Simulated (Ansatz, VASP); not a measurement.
## Two plane-wave programs on CoO

The input INCAR:

```
PREC = Accurate
ENCUT = 520
EDIFF = 1E-7
ISMEAR = 0
SIGMA = 0.05
LREAL = False
LASPH = True
NELM = 60
ALGO = Normal
ISIF = 2
LWAVE = False
LCHARG = False
GGA = PE
NBANDS = 14
```

Contents of KPOINTS:

```
Automatic mesh
0
Gamma
  14 14 14
```

POSCAR

```
CoO
1.0
    0.0000000000      2.0778836373      2.0778836373
    2.0778836373      0.0000000000      2.0778836373
    2.0778836373      2.0778836373      0.0000000000
Co O
1 1
Direct
    0.0000000000      0.0000000000      0.0000000000
    0.5000000000      0.5000000000      0.5000000000
```

Input for Ansatz:

```yaml
crystal:
  lattice:
    - [0.0, 2.0778836373, 2.0778836373]
    - [2.0778836373, 0.0, 2.0778836373]
    - [2.0778836373, 2.0778836373, 0.0]
  atoms:
    - { symbol: Co, position: [0.0, 0.0, 0.0] }
    - { symbol: O, position: [0.5, 0.5, 0.5] }
basis:
  ecutwfc: 420
  ecutrho_ratio: 4
kpoints:
  mp_grid: { grid: [14, 14, 14] }
hamiltonian:
  xc: pbe
scf:
  occupations: { method: gaussian, width: 0.05 }
output:
  forces: true
  stress: true
  eigenvalues: true
```

Alike in both runs: task single point; functional PBE; k mesh 14 × 14 × 14; occupations gaussian, width 0.05 eV; no spin polarisation.

|  | VASP | Ansatz |
| --- | --- | --- |
| version | VASP 6.6.1 | Ansatz 0.2.0 |
| potentials or method | VASP PAW PBE potentials, release 64 (Co, O), cutoff 520 eV | scalar-relativistic, plane waves, PAW |
| valence electrons in the cell | 15 | 23 |

VASP gave:

```
gap on the k mesh at the Fermi level (eV) : none
pressure (GPa)                            : -8.1
```

Q: Which values does Ansatz return?

A: gap on the k mesh at the Fermi level (eV): none; pressure (GPa): -8.0.

A gap of «none» marks a metal or a gap that the smearing closes. The functional is the same, so the differences come from potentials, cutoffs and numerics. VASP's potentials hold 15 valence electrons a cell and Ansatz's 23, so a difference there can come from the potentials and not from the codes.
